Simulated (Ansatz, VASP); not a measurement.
## SiO2: VASP beside Ansatz

INCAR

```
SYSTEM = SiO2
PREC     = Accurate       ! precision mode
ENCUT    = 520            ! plane-wave cutoff, eV
EDIFF    = 1E-6           ! SCF threshold, eV
ISMEAR   = 0              ! smearing method
SIGMA    = 0.05           ! smearing width, eV
LREAL    = .False.        ! projectors in reciprocal space
LASPH    = .True.         ! aspherical terms in the spheres
NELM     = 60             ! most SCF steps
ALGO     = Normal         ! electronic algorithm
ISIF     = 2              ! what is computed and relaxed
LWAVE    = .False.        ! write WAVECAR
LCHARG   = .False.        ! write CHGCAR
NBANDS   = 34             ! bands
```

KPOINTS

```
regular mesh
0
Gamma
  6 6 4
  0 0 0
```

The input POSCAR:

```
SiO2
1.0
    4.8875374386      0.0000000000      0.0000000000
   -2.4437687193      4.2327315837      0.0000000000
    0.0000000000      0.0000000000      5.6906006435
Si O
3 6
Direct
    0.0000000000      0.5000000000      0.3333333333
    0.5000000000      0.5000000000      0.6666666667
    0.5000000000      0.0000000000      0.0000000000
    0.5843949021      0.7921974511      0.8333333333
    0.7921974511      0.5843949021      0.5000000000
    0.7921974511      0.2078025489      0.1666666667
    0.4156050979      0.2078025489      0.8333333333
    0.2078025489      0.4156050979      0.5000000000
    0.2078025489      0.7921974511      0.1666666667
```

Input for Ansatz:

```yaml
crystal:
  lattice:
    - [4.8875374386, 0.0, 0.0]
    - [-2.4437687193, 4.2327315837, 0.0]
    - [0.0, 0.0, 5.6906006435]
  atoms:
    - { symbol: Si, position: [0.0, 0.5, 0.3333333333] }
    - { symbol: Si, position: [0.5, 0.5, 0.6666666667] }
    - { symbol: Si, position: [0.5, 0.0, 0.0] }
    - { symbol: O, position: [0.5843949021, 0.7921974511, 0.8333333333] }
    - { symbol: O, position: [0.7921974511, 0.5843949021, 0.5] }
    - { symbol: O, position: [0.7921974511, 0.2078025489, 0.1666666667] }
    - { symbol: O, position: [0.4156050979, 0.2078025489, 0.8333333333] }
    - { symbol: O, position: [0.2078025489, 0.4156050979, 0.5] }
    - { symbol: O, position: [0.2078025489, 0.7921974511, 0.1666666667] }
basis:
  ecutwfc: 420
kpoints:
  mp_grid: { grid: [6, 6, 4] }
hamiltonian:
  xc: lda
scf:
  occupations: { method: gaussian, width: 0.05 }
output:
  forces: true
  stress: true
  eigenvalues: true
  write_density: true
  write_potential: true
  elf: true
  volumetric_format: npy
```

Change from the starting cell: strain -0.030 along x and y, +0.030 along z, atoms carried along.

Alike in both runs: task single point; functional LDA; k mesh 6 × 6 × 4; occupations gaussian, width 0.05 eV; no spin polarisation.

```csv
,VASP,Ansatz
version,VASP 6.6.1,Ansatz 0.2.0
potentials or method,"VASP PAW LDA potentials, release 64 (Si, O), cutoff 520 eV","scalar-relativistic, plane waves, PAW"
valence electrons in the cell,48,48
```

|  | VASP | Ansatz | Ansatz less VASP |
| --- | --- | --- | --- |
| gap on the k mesh at the Fermi level (eV) | 5.52 | 5.52 | +0.003 |
| least direct gap on the mesh (eV) | 5.62 | 5.62 | +0.001 |
| pressure (GPa) | 6.5 | 5.8 | -0.66 |
| traceless stress, the component that is largest in VASP (GPa) | -2.65 | -2.75 | -0.093 |
| rms of the force components (eV/Å) | 0.159 | 0.155 | -0.0044 |

LDA's correlation is that of Perdew and Zunger in VASP and of Perdew and Wang (1992) in Ansatz. Atom by atom the forces differ by 0.004 eV/Å (rms over components).
